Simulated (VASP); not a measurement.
Set up this calculation in VASP 6.6.1, as the native input.

| Quantity | Value |
| --- | --- |
| Task | single point |
| Functional | PBEsol |
| Potentials or basis | VASP PAW PBE potentials, release 64 (Ge_d) |
| Cutoff | 520 eV |
| k mesh | 12 × 12 × 8 |
| Occupations | gaussian, width 0.15 eV |
| Spin | no spin polarisation |
| Dipole correction | no |
| Further INCAR settings | ALGO = Normal; EDIFF = 1e-06; NBANDS = 36 |

The structure of Ge lies in POSCAR:

```
Ge
1.0
    3.9969678618      0.0000000000      0.0000000000
   -1.9984839309      3.4614757064      0.0000000000
    0.0000000000      0.0000000000      6.5963651449
Ge
4
Direct
    0.6666666667      0.3333333333     -0.0053075323
    0.3333333333      0.6666666667      0.5629118567
    0.6666666667      0.3333333333      0.4370881433
    0.3333333333      0.6666666667      0.9370881433
```

This cell differs from its parent crystal: atom 1 (Ge) moved -0.450 Å along Cartesian [0 0 1].

The input as run:

INCAR

```
SYSTEM = Ge
  PREC = Accurate
  ENCUT = 520
  EDIFF = 1E-6
  ISMEAR = 0
  SIGMA = 0.15
  LREAL = .False.
  LASPH = .True.
  NELM = 60
  ALGO = Normal
  ISIF = 2
  LWAVE = .False.
  LCHARG = .False.
  GGA = PS
  NBANDS = 36
```

KPOINTS

```
Automatic mesh
0
Gamma
  12 12 8
  0 0 0
```

Potentials or basis: VASP PAW PBE potentials, release 64 (Ge_d).

Run with:

```bash
$ cat potpaw_PBE.64/Ge_d/POTCAR > POTCAR
$ mpirun -np 1 vasp_std > vasp.out
```

It gave:

The pressure is 2.3 GPa and the largest force is 2.622 eV/Å. The band gap on the k mesh is zero (bands 28 and 29 overlap by 0.80 eV).

Caveat: the cell differs from its parent crystal (atom 1 (Ge) moved -0.450 Å along Cartesian [0 0 1]); the stress differs along the axes, from -2 to 5 GPa; the PAW data sets were made with another functional, which shifts forces and pressure a little.

Run time: 13 min on 1 thread of Intel Xeon 8259CL (shared host), peak memory 0.41 GiB.
